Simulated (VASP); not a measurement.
# Ga (Fm-3m) in VASP: single point with PBEsol

Aim: the single point of Ga with PBEsol.

Program: VASP 6.6.1. These are calculated values, not measurements. Logs are shortened: lines on timing, memory, paths and dates and some standing lists are left out, and cuts for length are marked.

## (1) The cell of the first run

The structure is cubic, space group Fm-3m (No. 225). Conventional cell: a = 3.970 Å, b = 3.970 Å, c = 3.970 Å, α = 90.00°, β = 90.00°, γ = 90.00°. Ga (site symmetry m-3m) has 12 Ga at 2.81 Å within 3.7 Å.

## (2) Single point, PBEsol (Al replaced by Ga, lengths x 1.005, strained)

Input file INCAR:

```
ALGO = Normal
EDIFF = 1E-6
ENCUT = 500
GGA = PS
GGA_COMPAT = F
ISIF = 2
ISMEAR = 0
LASPH = T
LCHARG = F
LREAL = F
LWAVE = F
NBANDS = 12
NELM = 120
PREC = Accurate
SIGMA = 0.1
```

Input file KPOINTS:

```
k-points
0
Gamma
  8 8 8
```

Input file POSCAR:

```
Ga
1.0
    0.0000000000      1.9851185135      1.9851185135
    1.9851185135      0.0000000000      1.9851185135
    1.9851185135      1.9851185135      0.0000000000
Ga
1
Direct
    0.0000000000      0.0000000000      0.0000000000
```

Potentials or basis: VASP PAW PBE potentials, release 64 (Ga_d).

Started as:

```bash
cat potpaw_PBE.64/Ga_d/POTCAR > POTCAR
mpirun -np 1 vasp_std > vasp.out
```

OUTCAR:

```text
EDIFF = 1E-6
   ENCUT = 500
   GGA = PS
   ISIF = 2
   ISMEAR = 0
   LASPH = T
   LREAL = F
   NELM = 120
   PREC = Accurate

 ion  position               nearest neighbor table
   1  0.000  0.000  0.000-

  LATTYP: Found a face centered cubic cell.
 ALAT       =     3.9702370270

  Lattice vectors:

 A1 = (   0.0000000000,   1.9851185135,   1.9851185135)
 A2 = (   1.9851185135,   0.0000000000,   1.9851185135)
 A3 = (   1.9851185135,   1.9851185135,   0.0000000000)

Analysis of symmetry for initial positions (statically):
=====================================================================
 Subroutine PRICEL returns:
 Original cell was already a primitive cell.

 Routine SETGRP: Setting up the symmetry group for a
 face centered cubic supercell.

 Subroutine GETGRP returns: Found 48 space group operations
 (whereof 48 operations were pure point group operations)
 out of a pool of 48 trial point group operations.

The static configuration has the point symmetry O_h .

Analysis of symmetry for dynamics (positions and initial velocities):
=====================================================================
 Subroutine PRICEL returns:
 Original cell was already a primitive cell.

 Routine SETGRP: Setting up the symmetry group for a
 face centered cubic supercell.

 Subroutine GETGRP returns: Found 48 space group operations
 (whereof 48 operations were pure point group operations)
 out of a pool of 48 trial point group operations.

The dynamic configuration has the point symmetry O_h .

 Subroutine INISYM returns: Found 48 space group operations
 (whereof 48 operations are pure point group operations),
 and found     1 'primitive' translations

----------------------------------------------------------------------------------------

                                     Primitive cell

  volume of cell :      15.6455

  direct lattice vectors                    reciprocal lattice vectors
     0.000000000  1.985118514  1.985118514    -0.251874131  0.251874131  0.251874131
     1.985118514  0.000000000  1.985118514     0.251874131 -0.251874131  0.251874131
     1.985118514  1.985118514  0.000000000     0.251874131  0.251874131 -0.251874131

  length of vectors
     2.807381525  2.807381525  2.807381525     0.436258792  0.436258792  0.436258792

  position of ions in fractional coordinates (direct lattice)
     0.000000000  0.000000000  0.000000000

  ion indices of the primitive-cell ions
   primitive index   ion index
                 1           1

----------------------------------------------------------------------------------------

 KPOINTS: k-points

Automatic generation of k-mesh.
 Grid dimensions read from file:
 generate k-points for:    8    8    8

 Generating k-lattice:

  Cartesian coordinates                     Fractional coordinates (reciprocal lattice)
    -0.031484266  0.031484266  0.031484266     0.125000000  0.000000000  0.000000000
     0.031484266 -0.031484266  0.031484266     0.000000000  0.125000000  0.000000000
     0.031484266  0.031484266 -0.031484266     0.000000000  0.000000000  0.125000000

  Length of vectors
     0.054532349  0.054532349  0.054532349

  Shift w.r.t. Gamma in fractional coordinates (k-lattice)
     0.000000000  0.000000000  0.000000000

 Subroutine IBZKPT returns following result:
 ===========================================

 Found     29 irreducible k-points:

 Following reciprocal coordinates:
            Coordinates               Weight
  0.000000  0.000000  0.000000      1.000000
  0.125000  0.000000  0.000000      8.000000
  0.250000  0.000000  0.000000      8.000000
  0.375000  0.000000  0.000000      8.000000
  0.500000  0.000000  0.000000      4.000000
  0.125000  0.125000  0.000000      6.000000
[... 16 lines left out ...]
  0.500000  0.250000  0.125000     48.000000
 -0.375000  0.250000  0.125000     24.000000
 [... further k-points ...]
   k-points           NKPTS =     29   k-points in BZ     NKDIM =     29   number of bands    NBANDS=     12
   number of dos      NEDOS =    301   number of ions     NIONS =      1
   total plane-waves  NPLWV =   8000
   dimension x,y,z NGX =    20 NGY =   20 NGZ =   20
   dimension x,y,z NGXF=    40 NGYF=   40 NGZF=   40
   ions per type =               1
   NGX,Y,Z   is equivalent  to a cutoff of  11.84, 11.84, 11.84 a.u.
   NGXF,Y,Z  is equivalent  to a cutoff of  23.69, 23.69, 23.69 a.u.
 SYSTEM =  unknown system
   PREC   = accura    normal or accurate (medium, high low for compatibility)
   ISTART =      0    job   : 0-new  1-cont  2-samecut
   ICHARG =      2    charge: 1-file 2-atom 10-const
   ISPIN  =      1    spin polarized calculation?
   LNONCOLLINEAR =      F non collinear calculations
   LSORBIT =      F    spin-orbit coupling
   LASPH  =      T    aspherical Exc in radial PAW
   ENCUT  =  500.0 eV  36.75 Ry    6.06 a.u.   5.12  5.12  5.12*2*pi/ulx,y,z
   NELM   =    120;   NELMIN=  2; NELMDL= -5     # of ELM steps
   EDIFF  = 0.1E-05   stopping-criterion for ELM
   LREAL  =      F    real-space projection
   EDIFFG = 0.1E-04   stopping-criterion for IOM
   NSW    =      0    number of steps for IOM
   IBRION =     -1    ionic relax: 0-MD 1-quasi-New 2-CG
   NFREE  =      0    steps in history (QN), initial steepest desc. (CG)
   ISIF   =      2    stress and relaxation
   ISYM   =      2    0-nonsym 1-usesym 2-fastsym
   POTIM  = 0.5000    time-step for ionic-motion
   TEBEG  =    0.0;   TEEND  =   0.0 temperature during run
   PSTRESS=    0.0 pullay stress
   NELECT =      13.0000    total number of electrons
   NUPDOWN=      -1.0000    fix difference up-down
   EMIN   =  10.00;   EMAX   =-10.00  energy-range for DOS
   EFERMI =   0.00;   METHOD = LEGACY
   ISMEAR =     0;   SIGMA  =   0.10  broadening in eV -4-tet -1-fermi 0-gaus
   EFERMI_NEDOS =   21; number of points for ismear=-14 and -15
   IALGO  =     38    algorithm
   IMIX   =      4    mixing-type and parameters
     AMIX     =   0.40;   BMIX     =  1.00
     AMIX_MAG =   1.60;   BMIX_MAG =  1.00
  volume/ion in A,a.u.               =      15.65       105.58
  Fermi-wavevector in a.u.,A,eV,Ry     =   1.539074  2.908428 32.228785  2.368749
  Thomas-Fermi vector in A             =   2.645353
   LORBIT       =      0    0 simple, 1 ext, 2 COOP (PROOUT), +10 PAW based schemes
   GGA     = PS    functional components
   LHFCALC =     F    Hartree Fock is set to
   AEXX    =    0.0000 exact exchange contribution
   IVDW    =     0    specifies the selected vdW correction
   LEPSILON=     F    determine dielectric tensor
   LRPA    =     F    only Hartree local field effects (RPA)
 non-spin polarized calculation
 Gauss-broadening in eV      SIGMA  =   0.10
  energy-cutoff  :      500.00
  volume of cell :       15.65
 maximum number of plane-waves:       415
   NGX = 11   NGY = 11   NGZ = 11

 number of electron      12.9999997 magnetization

 Free energy of the ion-electron system (eV)
  ---------------------------------------------------
  ext. energy  EPLUGINS =         0.00000000
  ---------------------------------------------------
  free energy    TOTEN  =        -3.24422423 eV

  energy without entropy =       -3.23791457  energy(sigma->0) =       -3.24106940

 E-fermi :   7.5244     XC(G=0): -12.1273

 val. band max:        7.5005519522   @ k =  -0.2500   0.3750   0.1250
 cond. band min:       7.5626329242   @ k =   0.5000   0.3750   0.0000
 fundamental gap:      0.0620809720
 Fermi energy:         7.5244398150

 k-point     1 :       0.0000    0.0000    0.0000
  band No.  band energies     occupation
      1      -7.7695      2.00000
      2      -7.7695      2.00000
      3      -7.7695      2.00000
      4      -7.5759      2.00000
      5      -7.5759      2.00000
      6      -5.3109      2.00000
      7      21.7113      0.00000
      8      21.7113      0.00000
      9      21.7113      0.00000
     10      24.1910      0.00000
     11      25.1771      0.00000
     12      25.1771      0.00000

 k-point     2 :       0.1250    0.0000    0.0000
  band No.  band energies     occupation
      1      -7.7840      2.00000
      2      -7.7438      2.00000
      3      -7.7438      2.00000
      4      -7.5784      2.00000
      5      -7.5784      2.00000
      6      -4.8475      2.00000
      7      17.1481      0.00000
      8      20.7833      0.00000
      9      20.7833      0.00000
     10      23.2898      0.00000
     11      26.7534      0.00000
     12      26.7534      0.00000

 k-point     3 :       0.2500    0.0000    0.0000
  band No.  band energies     occupation
      1      -7.8386      2.00000
      2      -7.7249      2.00000
      3      -7.7249      2.00000
      4      -7.5397      2.00000
      5      -7.5397      2.00000
      6      -3.4290      2.00000
      7      11.4605      0.00000
      8      19.6539      0.00000
      9      19.6539      0.00000
     10      22.9725      0.00000
     11      25.9875      0.00000
     12      25.9875      0.00000
[... 286 lines left out ...]
 k-point    23 :       0.5000    0.2500    0.1250
  band No.  band energies     occupation
      1      -7.8465      2.00000
      2      -7.7806      2.00000
      3      -7.6550      2.00000
      4      -7.5572      2.00000
      5      -7.4528      2.00000
      6       0.1987      2.00000
      7       7.6359      0.11486
      8      12.3157      0.00000
      9      14.9640      0.00000
     10      22.0416      0.00000
     11      25.1266      0.00000
     12      27.6505      0.00000

 k-point    24 :      -0.3750    0.2500    0.1250
  band No.  band energies     occupation
      1      -7.8338      2.00000
      2      -7.8117      2.00000
      3      -7.6283      2.00000
      4      -7.5789      2.00000
      5      -7.4253      2.00000
      6       3.2439      2.00000
      7       3.7313      2.00000
      8      12.6358      0.00000
      9      13.7420      0.00000
     10      21.9711      0.00000
     11      24.7597      0.00000
     12      31.9501      0.00000

 [... further k-points ...]
[... 5 lines left out ...]
  --------------------------------------------------------------------------------------
  -------------------------------------------------------------------------------------
  Total        0.8943093      0.8943093      0.8943093     -0.0000000      0.0000000      0.0000000
  in kB       91.5817634     91.5817634     91.5817634     -0.0000000      0.0000000      0.0000000
  external PRESSURE =      91.5817634 kB  Pullay stress =       0.0000000 kB

 VOLUME and BASIS-vectors are now :
 -----------------------------------------------------------------------------
  energy-cutoff  :      500.00
  volume of cell :       15.65
      direct lattice vectors                 reciprocal lattice vectors
     0.000000000  1.985118514  1.985118514    -0.251874131  0.251874131  0.251874131
     1.985118514  0.000000000  1.985118514     0.251874131 -0.251874131  0.251874131
     1.985118514  1.985118514  0.000000000     0.251874131  0.251874131 -0.251874131

 POSITION                                       TOTAL-FORCE (eV/Angst)
 -----------------------------------------------------------------------------------
      0.00000      0.00000      0.00000         0.000000      0.000000      0.000000
 -----------------------------------------------------------------------------------
    total drift:                               -0.000000     -0.000000     -0.000000

  FREE ENERGIE OF THE ION-ELECTRON SYSTEM (eV)
  ---------------------------------------------------
  free  energy   TOTEN  =        -3.2442242282 eV

  energy  without entropy=       -3.2379145716  energy(sigma->0) =       -3.24106940
```

It took 3.5 s on 1 thread of AMD EPYC 7R43 (Zen 3), shared host; peak memory 0.09 GiB.

Results:

| Item | Value |
| --- | --- |
| Free energy | -3.2442 eV |
| Pressure | 9.2 GPa |

Levels at points of the mesh, in eV from the Fermi level:
| k point | band 4 | band 5 | band 6 | band 7 | band 8 | band 9 |
| --- | --- | --- | --- | --- | --- | --- |
| (0.00, 0.00, 0.00) | -15.10 | -15.10 | -12.84 | 14.19 | 14.19 | 14.19 |
| (0.50, 0.00, 0.00) | -14.94 | -14.94 | -5.34 | -5.18 | 11.33 | 11.33 |
| (0.50, 0.50, 0.00) | -14.90 | -14.90 | -3.48 | -2.22 | 5.30 | 5.30 |

Caveat: the cell differs from its parent crystal (Al replaced by Ga, lengths x 1.005, strained); the PAW data sets were made with another functional, which shifts forces and pressure a little.
